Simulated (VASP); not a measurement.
# Hf4Te (Pm-3m) in VASP: notebook, part 2 of 2

VASP 6.6.1. The steps go on from the part before.

## Step 5: Single point, PBE

This run uses another cell than the first one, of 28.11 Å³/atom, 1.331 times its volume.

File INCAR:

```
SYSTEM = Hf4Te
  PREC = Accurate
  ENCUT = 520
  EDIFF = 1E-6
  ISMEAR = 0
  SIGMA = 0.1
  LREAL = .FALSE.
  LASPH = .TRUE.
  NELM = 60
  ALGO = Fast
  ISIF = 2
  LWAVE = .FALSE.
  LCHARG = .FALSE.
  GGA = PE
  NBANDS = 31
```

File KPOINTS:

```
Automatic mesh
0
G
  8 8 8
  0 0 0
```

File POSCAR:

```
Hf4Te
1.0
    5.1990887642      0.0000000000      0.0000000000
    0.0000000000      5.1990887642      0.0000000000
    0.0000000000      0.0000000000      5.1990887642
Hf Te
4 1
Direct
    0.5000000000      0.5000000000      0.5000000000
    0.0000000000      0.5000000000      0.5000000000
    0.5000000000      0.0000000000      0.5000000000
    0.5000000000      0.5000000000      0.0000000000
    0.0000000000      0.0000000000      0.0000000000
```

Run with:

```bash
> cat potpaw_PBE.64/Hf_pv/POTCAR potpaw_PBE.64/Te/POTCAR > POTCAR
> mpirun -np 1 vasp_std > vasp.out
```

Wall time 96 s (1 thread of Intel Xeon 6975P-C (Granite Rapids), shared host); peak memory 0.32 GiB.

The run converged. Its results:

```yaml
Free_energy: -37.2070 eV
Pressure: -0.4 GPa
Band_gap_on_the_k_mesh: zero (band 23 reaches 4.82 eV, above the bottom of band 24 at 3.41 eV)
```

Levels at points of the mesh, in eV from the Fermi level:
| k point | band 20 | band 21 | band 22 | band 23 | band 24 | band 25 | band 26 | band 27 |
| --- | --- | --- | --- | --- | --- | --- | --- | --- |
| (0.00, 0.00, 0.00) | -2.58 | -2.27 | -2.27 | -0.86 | -0.86 | -0.47 | 1.48 | 1.48 |
| (0.50, 0.00, 0.00) | -1.66 | -0.70 | -0.70 | -0.24 | 0.06 | 0.06 | 0.12 | 0.95 |
| (0.50, 0.50, 0.00) | -0.41 | -0.41 | -0.41 | -0.35 | -0.30 | 1.16 | 1.40 | 1.40 |
| (0.50, 0.50, 0.50) | -0.74 | 0.48 | 0.54 | 0.54 | 0.54 | 1.41 | 1.41 | 1.41 |

Caveat: spin-orbit coupling is left out, which moves the levels of the heavy elements.

## Step 6: Relaxation of cell and atoms, PBE

This run uses another cell than the first one, of 28.03 Å³/atom, 1.327 times its volume.

File INCAR:

```
SYSTEM = Hf4Te
PREC = Accurate ; ENCUT = 600
EDIFF = 1E-6 ; ISMEAR = 0
SIGMA = 0.1 ; LREAL = .FALSE.
LASPH = .TRUE. ; NELM = 80
ALGO = Fast ; ISIF = 3
LWAVE = .FALSE. ; LCHARG = .FALSE.
GGA = PE ; IBRION = 2
NSW = 100 ; EDIFFG = -0.01
```

KPOINTS is that of step 5.

Changes to POSCAR since step 5:

```diff
@@ -2,5 +2,5 @@
 1.0
-    5.1990887642      0.0000000000      0.0000000000
-    0.0000000000      5.1990887642      0.0000000000
-    0.0000000000      0.0000000000      5.1990887642
+    5.1943467958      0.0000000000      0.0000000000
+    0.0000000000      5.1943467958      0.0000000000
+    0.0000000000      0.0000000000      5.1943467958
 Hf Te
```

Potentials or basis: VASP PAW PBE potentials, release 64 (Hf_pv, Te).

Run with:

```bash
> cat potpaw_PBE.64/Hf_pv/POTCAR potpaw_PBE.64/Te/POTCAR > POTCAR
> mpirun -np 1 vasp_std > vasp.out
```

OUTCAR:

```text
SYSTEM = Hf4Te
   PREC = Accurate
   ENCUT = 600
   EDIFF = 1E-6
   ISMEAR = 0
   LREAL = .FALSE.
   LASPH = .TRUE.
   NELM = 80
   ISIF = 3
   GGA = PE
   IBRION = 2
   NSW = 100
   EDIFFG = -0.01

 ion  position               nearest neighbor table
   1  0.500  0.500  0.500-   2 2.60   3 2.60   4 2.60   4 2.60   3 2.60   2 2.60
   2  0.000  0.500  0.500-   1 2.60   1 2.60   4 3.67   5 3.67   4 3.67   5 3.67   3 3.67   5 3.67
                             5 3.67   3 3.67   3 3.67   4 3.67   4 3.67   3 3.67
   3  0.500  0.000  0.500-   1 2.60   1 2.60   4 3.67   5 3.67   4 3.67   5 3.67   2 3.67   2 3.67
                             4 3.67   4 3.67   2 3.67   5 3.67   5 3.67   2 3.67
   4  0.500  0.500  0.000-   1 2.60   1 2.60   3 3.67   5 3.67   2 3.67   2 3.67   3 3.67   3 3.67
                             5 3.67   3 3.67   2 3.67   5 3.67   2 3.67   5 3.67
   5  0.000  0.000  0.000-   2 3.67   3 3.67   4 3.67   2 3.67   3 3.67   2 3.67   4 3.67   2 3.67
                             3 3.67   4 3.67   3 3.67   4 3.67

  LATTYP: Found a simple cubic cell.
 ALAT       =     5.1943467958

  Lattice vectors:

 A1 = (   5.1943467958,   0.0000000000,   0.0000000000)
 A2 = (   0.0000000000,   5.1943467958,   0.0000000000)
 A3 = (   0.0000000000,   0.0000000000,   5.1943467958)
[... 185 lines left out ...]

------------------------ aborting loop because EDIFF is reached ----------------------------------------

  FORCE on cell =-STRESS in cart. coord.  units (eV):
  Direction    XX          YY          ZZ          XY          YZ          ZX
  --------------------------------------------------------------------------------------
  -------------------------------------------------------------------------------------
  Total       -0.1836575     -0.1836575     -0.1836575      0.0000000     -0.0000000     -0.0000000
  in kB       -2.0995507     -2.0995507     -2.0995507      0.0000000     -0.0000000     -0.0000000
  external PRESSURE =      -2.0995507 kB  Pullay stress =       0.0000000 kB
[... 65 lines left out ...]
--------------------------------------- Ionic step        3  -------------------------------------------

 number of electron      45.9999992 magnetization

 Free energy of the ion-electron system (eV)
  ---------------------------------------------------
  ext. energy  EPLUGINS =         0.00000000
  ---------------------------------------------------
  free energy    TOTEN  =       -37.20847373 eV

  energy without entropy =      -37.16345645  energy(sigma->0) =      -37.18596509

 E-fermi :   4.3242     XC(G=0): -10.0673

 val. band max:        4.3237583850   @ k =   0.3750   0.2500   0.0000
 cond. band min:       4.3280516458   @ k =   0.3750   0.2500   0.1250
 fundamental gap:      0.0042932607
 Fermi energy:         4.3241962898

 k-point     1 :       0.0000    0.0000    0.0000
  band No.  band energies     occupation
      1     -27.3940      2.00000
      2     -27.3940      2.00000
      3     -27.3940      2.00000
      4     -27.0173      2.00000
      5     -27.0173      2.00000
      6     -27.0173      2.00000
[... 709 lines left out ...]
     26       5.4301      0.00000
     27       5.7261      0.00000

 [... further k-points ...]
[... 5 lines left out ...]
  --------------------------------------------------------------------------------------
  -------------------------------------------------------------------------------------
  Total        0.0214696      0.0214696      0.0214696     -0.0000000      0.0000000      0.0000000
  in kB        0.2463486      0.2463486      0.2463486     -0.0000000      0.0000000      0.0000000
  external PRESSURE =       0.2463486 kB  Pullay stress =       0.0000000 kB
[... 20 lines left out ...]
  FREE ENERGIE OF THE ION-ELECTRON SYSTEM (eV)
  ---------------------------------------------------
  free  energy   TOTEN  =       -37.2084737251 eV

  energy  without entropy=      -37.1634564536  energy(sigma->0) =      -37.18596509

 reached required accuracy - stopping structural energy minimisation
```

CONTCAR:

```text
Hf4Te
   1.00000000000000
     5.1879394722386660    0.0000000000000000   -0.0000000000000000
     0.0000000000000000    5.1879394722386660    0.0000000000000000
    -0.0000000000000000   -0.0000000000000000    5.1879394722386660
  Hf              Te
     4     1
Direct
     0.5000000000000000    0.5000000000000000    0.5000000000000000
     0.0000000000000000    0.5000000000000000    0.5000000000000000
     0.5000000000000000    0.0000000000000000    0.5000000000000000
     0.5000000000000000    0.5000000000000000    0.0000000000000000
     0.0000000000000000    0.0000000000000000    0.0000000000000000

  0.00000000E+00  0.00000000E+00  0.00000000E+00
  0.00000000E+00  0.00000000E+00  0.00000000E+00
  0.00000000E+00  0.00000000E+00  0.00000000E+00
  0.00000000E+00  0.00000000E+00  0.00000000E+00
  0.00000000E+00  0.00000000E+00  0.00000000E+00
```

It took 3.8 min on 1 thread of Intel Xeon 6975P-C (Granite Rapids), shared host; peak memory 0.36 GiB.

Results:

```yaml
Free_energy: -37.2085 eV
Relaxed_volume: 27.93 Å³/atom
Relaxed_cell: a = 5.188 Å, b = 5.188 Å, c = 5.188 Å, α = 90.00°, β = 90.00°, γ = 90.00°
Space_group_after_relaxing_to_0.05_Å: Pm-3m (No. 221)
Energy_gained_by_relaxing: 0.1 meV/atom
Ionic_steps: 3
Pressure_after_relaxing: 0.0 GPa
Band_gap_on_the_k_mesh: zero (band 23 reaches 4.86 eV, above the bottom of band 24 at 3.45 eV)
```

Step by step:
| step | energy change (eV) | largest force (eV/Å) | pressure (GPa) | volume (Å³) |
| --- | --- | --- | --- | --- |
| 1 | 0.0000 | 0.0000 | -0.21 | 140.15 |
| 2 | -0.0003 | 0.0000 | 0.09 | 139.41 |
| 3 | -0.0003 | 0.0000 | 0.02 | 139.63 |

Final structure:
```xyz
5
Lattice="5.1879 0.0000 0.0000 0.0000 5.1879 0.0000 0.0000 0.0000 5.1879" Properties=species:S:1:pos:R:3 pbc="T T T"
Hf    2.5940    2.5940    2.5940
Hf    0.0000    2.5940    2.5940
Hf    2.5940    0.0000    2.5940
Hf    2.5940    2.5940    0.0000
Te    0.0000    0.0000    0.0000
```

Caveat: spin-orbit coupling is left out, which moves the levels of the heavy elements.

## Step 7: Summary

| task | cell | k mesh | cutoff (eV) | gap on the mesh (eV) | pressure (GPa) | relaxed volume (Å³/atom) |
| --- | --- | --- | --- | --- | --- | --- |
| single point | a = 4.727 Å, 5 atoms | 4 × 4 × 4 | 520 | none | 28.8 | - |
| single point | a = 5.194 Å, 5 atoms | 4 × 4 × 4 | 520 | none | -0.3 | - |
| relaxation of cell and atoms | relaxed from a = 4.727 Å, 5 atoms | 4 × 4 × 4 | 600 | none | 0.1 | 27.84 |
| single point | a = 5.199 Å, 5 atoms | 8 × 8 × 8 | 520 | none | -0.4 | - |
| relaxation of cell and atoms | relaxed from a = 5.194 Å, 5 atoms | 8 × 8 × 8 | 600 | none | 0.0 | 27.93 |

Alike in all rows: level PBE; potentials or basis VASP PAW PBE potentials, release 64 (Hf_pv, Te); no spin polarisation; smearing gaussian 0.1 eV.

Caveats: spin-orbit coupling is left out, which moves the levels of the heavy elements; the volume moved by over 15 % at a fixed basis, so the end points are rough (some runs).

Absolute energies hang on the potentials; compare differences alone.
